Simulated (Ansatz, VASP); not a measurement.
Y in VASP and in Ansatz

The input INCAR:

```
SYSTEM = Y
ALGO = Normal
EDIFF = 1E-7
EDIFFG = -0.005
ENCUT = 600
GGA = RE
IBRION = 2
ISIF = 3
ISMEAR = 0
ISPIN = 2
IVDW = 12
LASPH = .True.
LCHARG = .False.
LMAXMIX = 4
LORBIT = 11
LREAL = .False.
LWAVE = .False.
MAGMOM = 1
NELM = 150
NSW = 80
NUPDOWN = 1.0
PREC = Accurate
SIGMA = 0.15
```

KPOINTS

```
k-points
0
Gamma
  9 9 9
  0 0 0
```

Contents of POSCAR:

```
Y
1.0
    0.0000000000      2.5519910612      2.5519910612
    2.5519910612      0.0000000000      2.5519910612
    2.5519910612      2.5519910612      0.0000000000
Y
1
Direct
    0.0000000000      0.0000000000      0.0000000000
```

Contents of input.yaml:

```yaml
crystal:
  lattice:
    - [0.0, 2.5519910612, 2.5519910612]
    - [2.5519910612, 0.0, 2.5519910612]
    - [2.5519910612, 2.5519910612, 0.0]
  atoms:
    - { symbol: "Y", position: [0.0, 0.0, 0.0], spin: 1.0 }
kpoints:
  mp_grid: { grid: [9, 9, 9] }
scf:
  occupations: { method: gaussian, width: 0.15 }
hamiltonian:
  xc: revpbe
  dispersion: d3bj
  pseudopotentials:
    kind: all_electron
    lapw: { basis_error: 0.001, muffin_tin_radii: { "Y": 1.624 } }
    dirac_shells: { "Y": ["3p", "3d"] }
magnetization:
  spin_polarized: true
  initial_magnetization: 1.0
  spin_locking: { lock_magnetization: hard }
output:
  forces: true
  stress: true
relax:
  f_tol: 0.005
  max_steps: 60
  cell: {}
```

Alike in both runs: task relaxation of cell and atoms; functional revPBE; dispersion D3(BJ); k mesh 9 × 9 × 9; occupations gaussian, width 0.15 eV; collinear spin; fixed moment 1 μB.

```csv
,VASP,Ansatz
version,VASP 6.6.1,Ansatz 0.2.0
potentials or method,"VASP PAW PBE potentials, release 64 (Y_sv), cutoff 600 eV","all-electron LAPW, inner shells corrected to Dirac's equation"
```

|  | VASP | Ansatz | Ansatz less VASP |
| --- | --- | --- | --- |
| size of the moment on the site where the two differ most (μB) | 0.61 | 0.60 | -0.014 |
| relaxed volume (Å³/atom) | 32.27 | 32.36 | +0.089 |
| relaxed length of the cell vector where the two differ most in proportion (Å) | 3.573 | 3.577 | +0.0033 |

VASP's potentials were made for PBE, not for revPBE. Site moments also hang on the region over which each program counts them. Ansatz ran all-electron here, and VASP with PAW potentials.
